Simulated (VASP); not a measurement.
Crystal: BP.

```
CELL_PARAMETERS angstrom
0.00000 2.26900 2.26900
2.26900 0.00000 2.26900
2.26900 2.26900 0.00000
ATOMIC_POSITIONS crystal
B 0.00000 0.00000 0.00000
P 0.75000 0.75000 0.75000
```

Base run:

* Program: VASP 6.6.1
* Functional: PBEsol
* Potentials or basis: VASP PAW PBE potentials, release 64 (B, P)
* Cutoff: 520 eV
* k mesh: 8 × 8 × 8
* Occupations: gaussian, width 0.05 eV
* Spin: no spin polarisation

Its results: band gap on the k mesh 1.16 eV, indirect (least direct gap 3.36 eV); pressure -1.8 GPa.

After a change of settings the same cell gave: band gap on the k mesh 1.28 eV, indirect (least direct gap 3.39 eV); pressure 3.5 GPa. Which change was it?
A. dispersion from none to D3(BJ)
B. functional from PBEsol to PBE; further incar settings from ALGO = Normal; EDIFF = 1e-06; NBANDS = 11 to ALGO = Normal; EDIFF = 1e-07; NBANDS = 11
C. functional from PBEsol to BLYP; further incar settings from ALGO = Normal; EDIFF = 1e-06; NBANDS = 11 to ALGO = Normal; EDIFF = 1e-07; NBANDS = 11
D. functional from PBEsol to RPBE

D.

RPBE binds less tightly than PBEsol, so the same cell stands under more pressure.

Caveats: the PAW data sets were made with another functional, which shifts forces and pressure a little.
